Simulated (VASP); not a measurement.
PbS:

```
Pb S
1.0
     0.00000    2.96793    2.96793
     2.96793    0.00000    2.96793
     2.96793    2.96793    0.00000
Pb S
1 1
Direct
  0.00000 0.00000 0.00000
  0.50000 0.50000 0.50000
```

| Property | Result |
| --- | --- |
| Program | VASP 6.6.1 |
| Task | relaxation of cell and atoms |
| Functional | LDA |
| Potentials or basis | VASP PAW LDA potentials, release 64 (Pb_d, S) |
| Cutoff | 600 eV |
| k mesh | 10 × 10 × 10 |
| Occupations | gaussian, width 0.02 eV |
| Spin | no spin polarisation |

At the start: pressure -2.6 GPa; volume 26.14 Å³/atom.

Q: Where does the relaxation end?

A: Over 3 steps the energy falls by 9.4 meV/atom and the volume is 25.02 Å³/atom (-4.3 %); space group Fm-3m (No. 225, to 0.05 Å).

The path:
| step | energy change (eV) | largest force (eV/Å) | pressure (GPa) | volume (Å³) |
| --- | --- | --- | --- | --- |
| 1 | 0.0000 | 0.0000 | -2.61 | 52.29 |
| 2 | -0.0155 | 0.0000 | 1.16 | 49.14 |
| 3 | -0.0188 | 0.0000 | 0.01 | 50.03 |

Final structure:
```
Pb S
1.0
     0.00000    2.92468    2.92468
     2.92468    0.00000    2.92468
     2.92468    2.92468    0.00000
Pb S
1 1
Cartesian
  0.0000 0.0000 0.0000
  2.9247 2.9247 2.9247
```
